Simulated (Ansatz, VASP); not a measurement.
## TePtSe3 in VASP and in Ansatz

```
Te Pt Se
1.0
     5.29144    0.00000    0.00000
     0.00000    5.29144    0.00000
     0.00000    0.00000    5.29144
Te Pt Se
1 1 3
Direct
  0.50000 0.50000 0.50000
  0.00000 0.00000 0.00000
  0.00000 0.50000 0.50000
  0.50000 0.00000 0.50000
  0.50000 0.50000 0.00000
```

Alike in both runs: functional PBE; k mesh 8 × 8 × 8; occupations gaussian, width 0.1 eV; collinear spin.

Ansatz relaxed the structure, and its values are those at the end. VASP's run is a single point on that final structure, the one shown.

|  | VASP | Ansatz |
| --- | --- | --- |
| version | VASP 6.6.1 | Ansatz 0.2.0 |
| potentials or method | VASP PAW PBE potentials, release 64 (Te, Pt, Se), cutoff 520 eV | scalar-relativistic, plane waves, PAW |
| valence electrons in the cell | 34 | 82 |

|  | VASP | Ansatz | Ansatz less VASP |
| --- | --- | --- | --- |
| gap on the k mesh at the Fermi level (eV) | none | none | - |
| pressure (GPa) | 0.0 | 0.0 | +0.01 |
| net moment per atom (μB) | 0.35 | 0.36 | +0.001 |
| size of the moment on the site where the two differ most (μB) | 0.79 | 0.81 | +0.017 |

Site moments also hang on the region over which each program counts them. A gap of «none» marks a metal or a gap that the smearing closes. With one functional, cell and mesh, what is left measures potentials, basis and numerics. VASP's potentials hold 34 valence electrons a cell and Ansatz's 82, so a difference there can come from the potentials and not from the codes.

Spin-orbit coupling is off throughout.
